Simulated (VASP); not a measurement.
# W (Im-3m) in VASP: a series of runs

Runs on W. Level: r2SCAN. Tasks: single point.

Everything below comes from runs of VASP 6.6.1. Logs are shortened: lines on timing, memory, paths and dates and some standing lists are left out, and cuts for length are marked.

## (1) The cell of the first run

The structure is cubic, space group Im-3m (No. 229). The conventional cell has a = 3.231 Å, b = 3.231 Å, c = 3.231 Å, α = 90.00°, β = 90.00°, γ = 90.00°. Within 3.7 Å of W (site symmetry m-3m) lie 14 W at 2.80 to 3.23 Å.

## (2) Single point, r2SCAN (16.86 Å³/atom)

POSCAR

```
W
1.0
   -1.6152915324      1.6152915324      1.6152915324
    1.6152915324     -1.6152915324      1.6152915324
    1.6152915324      1.6152915324     -1.6152915324
W
1
Direct
    0.0000000000      0.0000000000      0.0000000000
```

INCAR.step1

```
SYSTEM = W
  PREC = Accurate
  ENCUT = 520
  ISMEAR = 0
  SIGMA = 0.1
  LREAL = .FALSE.
  LASPH = .TRUE.
  NELM = 100
  NBANDS = 13
  GGA = PE
  ALGO = Normal
  EDIFF = 1E-4
  LWAVE = .TRUE.
  LCHARG = .FALSE.
```

INCAR.step2

```
SYSTEM = W
  PREC = Accurate
  ENCUT = 520
  EDIFF = 1E-6
  ISMEAR = 0
  SIGMA = 0.1
  LREAL = .FALSE.
  LASPH = .TRUE.
  NELM = 100
  ALGO = Normal
  ISIF = 2
  LWAVE = .FALSE.
  LCHARG = .FALSE.
  METAGGA = R2SCAN
  LMIXTAU = .TRUE.
  NBANDS = 13
  ISTART = 1
```

KPOINTS

```
Automatic mesh
0
G
  18 18 18
  0 0 0
```

Potentials or basis: VASP PAW PBE potentials, release 64 (W_sv).

On the command line:

```bash
> cat potpaw_PBE.64/W_sv/POTCAR > POTCAR
> cp INCAR.step1 INCAR
> mpirun -np 1 vasp_std > vasp.out
> cp INCAR.step2 INCAR
> mpirun -np 1 vasp_std > vasp.out
```

OUTCAR:

```text
SYSTEM = W
   PREC = Accurate
   ENCUT = 520
   EDIFF = 1E-6
   ISMEAR = 0
   LREAL = .FALSE.
   LASPH = .TRUE.
   NELM = 100
   ISIF = 2
   METAGGA = R2SCAN
   ISTART = 1

 ion  position               nearest neighbor table
   1  0.000  0.000  0.000-

  LATTYP: Found a body centered cubic cell.
 ALAT       =     3.2305830648

  Lattice vectors:

 A1 = (  -1.6152915324,   1.6152915324,   1.6152915324)
 A2 = (   1.6152915324,  -1.6152915324,   1.6152915324)
 A3 = (   1.6152915324,   1.6152915324,  -1.6152915324)

Analysis of symmetry for initial positions (statically):
=====================================================================
 Subroutine PRICEL returns:
 Original cell was already a primitive cell.

 Routine SETGRP: Setting up the symmetry group for a
 body centered cubic supercell.

 Subroutine GETGRP returns: Found 48 space group operations
 (whereof 48 operations were pure point group operations)
 out of a pool of 48 trial point group operations.

The static configuration has the point symmetry O_h .

Analysis of symmetry for dynamics (positions and initial velocities):
=====================================================================
 Subroutine PRICEL returns:
 Original cell was already a primitive cell.

 Routine SETGRP: Setting up the symmetry group for a
 body centered cubic supercell.

 Subroutine GETGRP returns: Found 48 space group operations
 (whereof 48 operations were pure point group operations)
 out of a pool of 48 trial point group operations.

The dynamic configuration has the point symmetry O_h .

 Subroutine INISYM returns: Found 48 space group operations
 (whereof 48 operations are pure point group operations),
 and found     1 'primitive' translations

----------------------------------------------------------------------------------------

                                     Primitive cell

  volume of cell :      16.8583

  direct lattice vectors                    reciprocal lattice vectors
    -1.615291532  1.615291532  1.615291532     0.000000000  0.309541646  0.309541646
     1.615291532 -1.615291532  1.615291532     0.309541646  0.000000000  0.309541646
     1.615291532  1.615291532 -1.615291532     0.309541646  0.309541646  0.000000000

  length of vectors
     2.797767003  2.797767003  2.797767003     0.437757994  0.437757994  0.437757994

  position of ions in fractional coordinates (direct lattice)
     0.000000000  0.000000000  0.000000000

  ion indices of the primitive-cell ions
   primitive index   ion index
                 1           1

----------------------------------------------------------------------------------------

 KPOINTS: Automatic mesh

Automatic generation of k-mesh.
 Grid dimensions read from file:
 generate k-points for:   18   18   18

 Generating k-lattice:

  Cartesian coordinates                     Fractional coordinates (reciprocal lattice)
     0.000000000  0.017196758  0.017196758     0.055555556  0.000000000  0.000000000
     0.017196758  0.000000000  0.017196758     0.000000000  0.055555556  0.000000000
     0.017196758  0.017196758  0.000000000     0.000000000  0.000000000  0.055555556

  Length of vectors
     0.024319889  0.024319889  0.024319889

  Shift w.r.t. Gamma in fractional coordinates (k-lattice)
     0.000000000  0.000000000  0.000000000

 Subroutine IBZKPT returns following result:
 ===========================================

 Found    195 irreducible k-points:

 Following reciprocal coordinates:
            Coordinates               Weight
  0.000000  0.000000  0.000000      1.000000
  0.055556  0.000000  0.000000     12.000000
  0.111111  0.000000  0.000000     12.000000
  0.166667  0.000000  0.000000     12.000000
  0.222222  0.000000  0.000000     12.000000
  0.277778  0.000000  0.000000     12.000000
[... 16 lines left out ...]
  0.333333  0.111111 -0.000000     48.000000
  0.388889  0.111111  0.000000     48.000000
 [... further k-points ...]
   k-points           NKPTS =    195   k-points in BZ     NKDIM =    195   number of bands    NBANDS=     13
   number of dos      NEDOS =    301   number of ions     NIONS =      1
   total plane-waves  NPLWV =  13824
   dimension x,y,z NGX =    24 NGY =   24 NGZ =   24
   dimension x,y,z NGXF=    48 NGYF=   48 NGZF=   48
   ions per type =               1
   NGX,Y,Z   is equivalent  to a cutoff of  14.26, 14.26, 14.26 a.u.
   NGXF,Y,Z  is equivalent  to a cutoff of  28.52, 28.52, 28.52 a.u.
 SYSTEM =  W
   PREC   = accura    normal or accurate (medium, high low for compatibility)
   ISTART =      1    job   : 0-new  1-cont  2-samecut
   ICHARG =      0    charge: 1-file 2-atom 10-const
   ISPIN  =      1    spin polarized calculation?
   LNONCOLLINEAR =      F non collinear calculations
   LSORBIT =      F    spin-orbit coupling
   LASPH  =      T    aspherical Exc in radial PAW
   ENCUT  =  520.0 eV  38.22 Ry    6.18 a.u.   5.20  5.20  5.20*2*pi/ulx,y,z
   NELM   =    100;   NELMIN=  2; NELMDL=  0     # of ELM steps
   EDIFF  = 0.1E-05   stopping-criterion for ELM
   LREAL  =      F    real-space projection
   EDIFFG = 0.1E-04   stopping-criterion for IOM
   NSW    =      0    number of steps for IOM
   IBRION =     -1    ionic relax: 0-MD 1-quasi-New 2-CG
   NFREE  =      0    steps in history (QN), initial steepest desc. (CG)
   ISIF   =      2    stress and relaxation
   ISYM   =      2    0-nonsym 1-usesym 2-fastsym
   POTIM  = 0.5000    time-step for ionic-motion
   TEBEG  =    0.0;   TEEND  =   0.0 temperature during run
   PSTRESS=    0.0 pullay stress
   NELECT =      14.0000    total number of electrons
   NUPDOWN=      -1.0000    fix difference up-down
   EMIN   =  10.00;   EMAX   =-10.00  energy-range for DOS
   EFERMI =   0.00;   METHOD = LEGACY
   ISMEAR =     0;   SIGMA  =   0.10  broadening in eV -4-tet -1-fermi 0-gaus
   EFERMI_NEDOS =   21; number of points for ismear=-14 and -15
   IALGO  =     38    algorithm
   IMIX   =      4    mixing-type and parameters
     AMIX     =   0.40;   BMIX     =  1.00
     AMIX_MAG =   1.60;   BMIX_MAG =  1.00
  volume/ion in A,a.u.               =      16.86       113.77
  Fermi-wavevector in a.u.,A,eV,Ry     =   1.538792  2.907895 32.216976  2.367881
  Thomas-Fermi vector in A             =   2.645111
   LORBIT       =      0    0 simple, 1 ext, 2 COOP (PROOUT), +10 PAW based schemes
   METAGGA = R2SCAN    functional components
   LHFCALC =     F    Hartree Fock is set to
   AEXX    =    0.0000 exact exchange contribution
   IVDW    =     0    specifies the selected vdW correction
   LEPSILON=     F    determine dielectric tensor
   LRPA    =     F    only Hartree local field effects (RPA)
 non-spin polarized calculation
 Gauss-broadening in eV      SIGMA  =   0.10
  energy-cutoff  :      520.00
  volume of cell :       16.86
 maximum number of plane-waves:       468
 NGX is ok and might be reduce to    24
   NGX = 11   NGY = 11   NGZ = 11

 number of electron      13.9999998 magnetization

 Free energy of the ion-electron system (eV)
  ---------------------------------------------------
  ext. energy  EPLUGINS =         0.00000000
  ---------------------------------------------------
  free energy    TOTEN  =       -51.30342825 eV

  energy without entropy =      -51.29945602  energy(sigma->0) =      -51.30144214

 E-fermi :  10.4002     XC(G=0): -14.5644

 val. band max:       10.4001347302   @ k =  -0.1667   0.1667   0.0556
 cond. band min:      10.4020933554   @ k =   0.4444   0.0556   0.0000
 fundamental gap:      0.0019586252
 Fermi energy:        10.4001785911

 k-point     1 :       0.0000    0.0000    0.0000
  band No.  band energies     occupation
      1     -65.7830      2.00000
      2     -28.7300      2.00000
      3     -28.7300      2.00000
      4     -28.7300      2.00000
      5       0.6420      2.00000
      6       9.2345      2.00000
      7       9.2345      2.00000
      8       9.2345      2.00000
      9      12.8429      0.00000
     10      12.8430      0.00000
     11      25.5369      0.00000
     12      25.5369      0.00000
     13      25.5369      0.00000

 k-point     2 :       0.0556    0.0000    0.0000
  band No.  band energies     occupation
      1     -65.7795      2.00000
      2     -28.7662      2.00000
      3     -28.7414      2.00000
      4     -28.7301      2.00000
      5       0.7874      2.00000
      6       9.1467      2.00000
      7       9.2144      2.00000
      8       9.3730      2.00000
      9      12.7026      0.00000
     10      12.8431      0.00000
     11      25.6567      0.00000
     12      25.7852      0.00000
     13      25.8696      0.00000

 k-point     3 :       0.1111    0.0000    0.0000
  band No.  band energies     occupation
      1     -65.7696      2.00000
      2     -28.8696      2.00000
      3     -28.7741      2.00000
      4     -28.7304      2.00000
      5       1.2091      2.00000
      6       8.9035      2.00000
      7       9.1299      2.00000
      8       9.7836      2.00000
      9      12.3945      0.00000
     10      12.8504      0.00000
     11      25.9484      0.00000
     12      26.5077      0.00000
     13      26.7013      0.00000
[... 305 lines left out ...]
 k-point    23 :       0.3333    0.1111   -0.0000
  band No.  band energies     occupation
      1     -65.6772      2.00000
      2     -29.7036      2.00000
      3     -29.0870      2.00000
      4     -28.7826      2.00000
      5       4.6258      2.00000
      6       7.2430      2.00000
      7       8.9605      2.00000
      8      12.4193      0.00000
      9      13.6054      0.00000
     10      15.5232      0.00000
     11      22.2666      0.00000
     12      23.9812      0.00000
     13      28.0822      0.00000

 k-point    24 :       0.3889    0.1111    0.0000
  band No.  band energies     occupation
      1     -65.6677      2.00000
      2     -29.7809      2.00000
      3     -29.1253      2.00000
      4     -28.7837      2.00000
      5       4.6733      2.00000
      6       7.1019      2.00000
      7       9.6279      2.00000
      8      12.5135      0.00000
      9      13.7928      0.00000
     10      16.5056      0.00000
     11      21.0446      0.00000
     12      23.2974      0.00000
     13      27.0796      0.00000

 [... further k-points ...]
[... 5 lines left out ...]
  --------------------------------------------------------------------------------------
  -------------------------------------------------------------------------------------
  Total       -1.6165235     -1.6165235     -1.6165235     -0.0000000      0.0000000     -0.0000000
  in kB     -153.6313530   -153.6313530   -153.6313530     -0.0000000      0.0000000     -0.0000000
  external PRESSURE =    -153.6313530 kB  Pullay stress =       0.0000000 kB

 VOLUME and BASIS-vectors are now :
 -----------------------------------------------------------------------------
  energy-cutoff  :      520.00
  volume of cell :       16.86
      direct lattice vectors                 reciprocal lattice vectors
    -1.615291532  1.615291532  1.615291532     0.000000000  0.309541646  0.309541646
     1.615291532 -1.615291532  1.615291532     0.309541646  0.000000000  0.309541646
     1.615291532  1.615291532 -1.615291532     0.309541646  0.309541646  0.000000000

 POSITION                                       TOTAL-FORCE (eV/Angst)
 -----------------------------------------------------------------------------------
      0.00000      0.00000      0.00000        -0.000000      0.000000     -0.000000
 -----------------------------------------------------------------------------------
    total drift:                                0.000000      0.000000      0.000000

  FREE ENERGIE OF THE ION-ELECTRON SYSTEM (eV)
  ---------------------------------------------------
  free  energy   TOTEN  =       -51.3034282541 eV

  energy  without entropy=      -51.2994560166  energy(sigma->0) =      -51.30144214
```

It took 2.6 min on 1 thread of Intel Xeon 8259CL, shared host; peak memory 0.17 GiB.

What came out:

```yaml
Free_energy: -51.3034 eV
Pressure: -15.4 GPa
Band_gap_on_the_k_mesh: zero (bands 7 and 8 overlap by 6.08 eV)
```

Levels at points of the mesh, in eV from the Fermi level:
```
           k point  band 5  band 6  band 7  band 8  band 9  band 10
(0.00, 0.00, 0.00)   -9.76   -1.17   -1.17   -1.17    2.44     2.44
(0.50, 0.00, 0.00)   -6.14   -3.44    0.35    2.24    3.22     5.81
(0.50, 0.50, 0.50)   -5.49   -5.49    4.91    4.91    4.91     8.07
```

Caveat: the cell stands under tension; the PAW data sets were made with another functional, which shifts forces and pressure a little; spin-orbit coupling is left out, which moves the levels of the heavy elements.

## (3) Single point, r2SCAN

This run uses another cell than the first one, of 15.90 Å³/atom.

POSCAR

```
W
1.0
    3.1684409929      0.0000000000      0.0000000000
    0.0000000000      3.1684409929      0.0000000000
    1.5842204965     -1.5842204965      1.5842204965
W
1
Direct
    0.0000000000      0.0000000000      0.0000000000
```

INCAR.step1

```
  PREC = Accurate
  ENCUT = 520
  ISMEAR = 0
  SIGMA = 0.1
  LREAL = False
  LASPH = True
  NELM = 100
  ISYM = 0
  NBANDS = 13
  GGA = PE
  ALGO = Normal
  EDIFF = 1E-4
  LWAVE = True
  LCHARG = False
```

INCAR.step2

```
  PREC = Accurate
  ENCUT = 520
  EDIFF = 1E-6
  ISMEAR = 0
  SIGMA = 0.1
  LREAL = False
  LASPH = True
  NELM = 100
  ALGO = Normal
  ISIF = 2
  LWAVE = False
  LCHARG = True
  METAGGA = R2SCAN
  LMIXTAU = True
  LELF = True
  LVHAR = True
  ISYM = 0
  NBANDS = 13
  ISTART = 1
```

KPOINTS

```
regular mesh
0
Gamma
  11 11 21
```

Potentials or basis: VASP PAW PBE potentials, release 64 (W_sv).

On the command line:

```bash
> cat potpaw_PBE.64/W_sv/POTCAR > POTCAR
> cp INCAR.step1 INCAR
> mpirun -np 1 vasp_std > vasp.out
> cp INCAR.step2 INCAR
> mpirun -np 1 vasp_std > vasp.out
```

Run time: 8.1 min. Hardware: 1 thread of Intel Xeon Platinum 8488C (Sapphire Rapids), shared host; peak memory 0.35 GiB.

Results (log left out):

```
Free energy            : -51.3523 eV
Pressure               : 1.3 GPa
Band gap on the k mesh : zero (bands 7 and 8 overlap by 6.29 eV)
```

Levels at points of the mesh, in eV from the Fermi level:
| k point | band 5 | band 6 | band 7 | band 8 | band 9 | band 10 |
| --- | --- | --- | --- | --- | --- | --- |
| (0.00, 0.00, 0.00) | -10.15 | -1.32 | -1.32 | -1.32 | 2.51 | 2.51 |

Caveat: the PAW data sets were made with another functional, which shifts forces and pressure a little; spin-orbit coupling is left out, which moves the levels of the heavy elements.
